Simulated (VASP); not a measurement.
# Os: relaxation of cell and atoms with PBE

The system is Os.

```xyz
1
Lattice="-1.3689 1.3689 1.9139 1.3689 -1.3689 1.9139 1.3689 1.3689 -1.9139" Properties=species:S:1:pos:R:3 pbc="T T T"
Os    0.0000    0.0000    1.9139
```

```yaml
Program: VASP 6.6.1
Task: relaxation of cell and atoms
Functional: PBE
Potentials_or_basis: VASP PAW PBE potentials, release 64 (Os)
Cutoff: 600 eV
k_mesh: 28 × 28 × 28
Occupations: gaussian, width 0.1 eV
Spin: no spin polarisation
Dipole_correction: no
Further_INCAR_settings: ALGO = Fast; EDIFF = 1e-06; IBRION = 2; EDIFFG = -0.01; NSW = 100; ISIF = 3
```

The relaxed volume is 14.33 Å³/atom. The relaxed cell is a = 2.727 Å, b = 2.727 Å, c = 2.727 Å, α = 120.00°, β = 120.00°, γ = 90.01° and the space group after relaxing (to 0.1 Å) is Fm-3m (No. 225). The energy gained by relaxing is 1.2 meV/atom and the ionic steps are 5. The pressure after relaxing is 0.0 GPa and the band gap on the k mesh is zero (bands 4 and 5 overlap by 3.83 eV).

Step by step:
```tsv
step	energy change (eV)	largest force (eV/Å)	pressure (GPa)	volume (Å³)
1	0.0000	0.0000	-0.26	14.35
2	-0.0010	0.0000	1.05	14.30
3	-0.0011	0.0000	0.63	14.31
4	-0.0006	0.0000	-2.22	14.41
5	-0.0012	0.0000	0.03	14.33
```

Final structure:
```
Os
1.0
    -1.36333    1.36333    1.92782
     1.36333   -1.36333    1.92782
     1.36333    1.36333   -1.92782
Os
1
Direct
  0.50000 0.50000 0.00000
```

Levels at points of the mesh, in eV from the Fermi level:
```csv
k point,band 1,band 2,band 3,band 4,band 5,band 6,band 7,band 8
"(0.00, 0.00, 0.00)",-10.60,-2.89,-2.89,-2.88,0.05,0.06,14.28,19.95
"(0.50, 0.00, 0.00)",-7.47,-3.04,-3.04,-0.20,2.38,2.38,8.73,13.81
"(0.50, 0.50, 0.00)",-7.35,-6.64,2.32,2.34,3.05,3.05,12.14,12.14
"(0.50, 0.50, 0.50)",-7.35,-6.65,2.32,2.34,3.05,3.05,12.14,12.14
```

Wall time 4.8 min on 1 thread of Intel(R) Xeon(R) Platinum 8488C (Sapphire Rapids), with other jobs on the host, peak memory 0.41 GiB.

Caveat: spin-orbit coupling is left out, which moves the levels of the heavy elements.
